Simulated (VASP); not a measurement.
Runs of VASP 6.6.1 on Ti3Al. The structure is that of space group P-6m2 (No. 187), or close to it. The cells are those of the table. 

| fixed moment (μB) | cell | pressure (GPa) | moment (μB) | largest force (eV/Å) |
| --- | --- | --- | --- | --- |
| 2.0 | a = 2.772, b = 2.772, c = 8.771 Å, angles 90.0, 90.0, 120.0°, 4 atoms | (a) | 2.00 | 0.26 |
| 1.5 | a = 2.861, b = 2.861, c = 9.051 Å, angles 90.0, 90.0, 120.0°, 4 atoms | 0.2 | 1.50 | 0.11 |
| 1.5 | a = 2.772, b = 2.772, c = 8.771 Å, angles 90.0, 90.0, 120.0°, 4 atoms | 13.6 | 1.50 | 0.19 |
| 2.0 | a = 2.944, b = 2.944, c = 9.315 Å, angles 90.0, 90.0, 120.0°, 4 atoms | -8.2 | 2.00 | 0.10 |

Alike in all rows: task single point; level LDA; potentials or basis VASP PAW LDA potentials, release 64 (Ti_sv, Al); spin collinear; k mesh 18 × 18 × 6; cutoff (eV) 520; smearing gaussian 0.15 eV.

Problem. Estimate the missing entries.

Solution. (a) 13.9.

Caveats: the total moment is fixed, so each spin has its own Fermi level and the state may be an excited one; the cell stands under pressure (at least some runs); the cell stands under tension (at least some runs).
